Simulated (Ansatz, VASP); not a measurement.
BaMgTiO3 in VASP and in Ansatz

INCAR

```
SYSTEM = BaMgTiO3
PREC = Accurate
ENCUT = 520
EDIFF = 1E-7
ISMEAR = -1
SIGMA = 0.05
LREAL = .FALSE.
LASPH = .TRUE.
NELM = 100
ALGO = Normal
ISIF = 2
LWAVE = .FALSE.
LCHARG = .TRUE.
GGA = PE
LELF = .TRUE.
LVHAR = .TRUE.
NBANDS = 30
```

The input KPOINTS:

```
Automatic mesh
0
G
  6 6 6
  0 0 0
```

The input POSCAR:

```
BaMgTiO3
1.0
    4.2445705032     -3.1222515491      0.0000000000
    4.2445705032      3.1222515491      0.0000000000
   -1.7581766204      0.0000000000      4.3904501942
Ba Ti Mg O
1 1 1 3
Direct
    0.9569360000      0.9637520000      0.0268510000
    0.4169190000      0.4081960000      0.5812190000
    0.6615850000      0.6458260000      0.3221590000
    0.6296060000      0.6142470000      0.8770650000
    0.5770490000      0.0535740000      0.4941800000
    0.0531800000      0.5718970000      0.4945510000
```

Contents of input.yaml:

```yaml
crystal:
  lattice:
    - [4.2445705032, -3.1222515491, 0.0]
    - [4.2445705032, 3.1222515491, 0.0]
    - [-1.7581766204, 0.0, 4.3904501942]
  atoms:
    - { symbol: Ba, position: [0.956936, 0.963752, 0.026851] }
    - { symbol: Ti, position: [0.416919, 0.408196, 0.581219] }
    - { symbol: Mg, position: [0.661585, 0.645826, 0.322159] }
    - { symbol: O, position: [0.629606, 0.614247, 0.877065] }
    - { symbol: O, position: [0.577049, 0.053574, 0.49418] }
    - { symbol: O, position: [0.05318, 0.571897, 0.494551] }
hamiltonian:
  xc: pbe
  pseudopotentials: { kind: paw }
kpoints:
  mp_grid: { grid: [6, 6, 6] }
scf:
  occupations: { method: fermi_dirac, width: 0.05 }
output:
  forces: true
  stress: true
  eigenvalues: true
  write_density: true
  write_potential: true
  elf: true
  volumetric_format: npy
```

Change from the starting cell: atoms moved at random, drawn with an rms of 0.05 Å.

Alike in both runs: task single point; functional PBE; k mesh 6 × 6 × 6; occupations fermi-dirac, width 0.05 eV; no spin polarisation.

```csv
,VASP,Ansatz
version,VASP 6.6.1,Ansatz 0.2.0
potentials or method,"VASP PAW PBE potentials, release 64 (Ba_sv, Ti_sv, Mg, O)",Ansatz PAW
plane-wave cutoff (eV),520,420
valence electrons in the cell,42,50
```

Ansatz gave:

| Item | Value |
| --- | --- |
| gap on the k mesh at the Fermi level (eV) | 0.74 |
| least direct gap on the mesh (eV) | 0.75 |
| pressure (GPa) | 1.1 |
| traceless stress, the component that is largest in VASP (GPa) | -1.62 |
| rms of the force components (eV/Å) | 0.396 |

**Question.** Which values does VASP return?

**Answer.** gap on the k mesh at the Fermi level (eV): 0.74; least direct gap on the mesh (eV): 0.75; pressure (GPa): 1.5; traceless stress, the component that is largest in VASP (GPa): -1.62; rms of the force components (eV/Å): 0.412.

Atom by atom the forces differ by 0.052 eV/Å (rms over components). VASP's potentials hold 42 valence electrons a cell and Ansatz's 50, so a difference there can come from the potentials and not from the codes.

Spin-orbit coupling is off throughout.
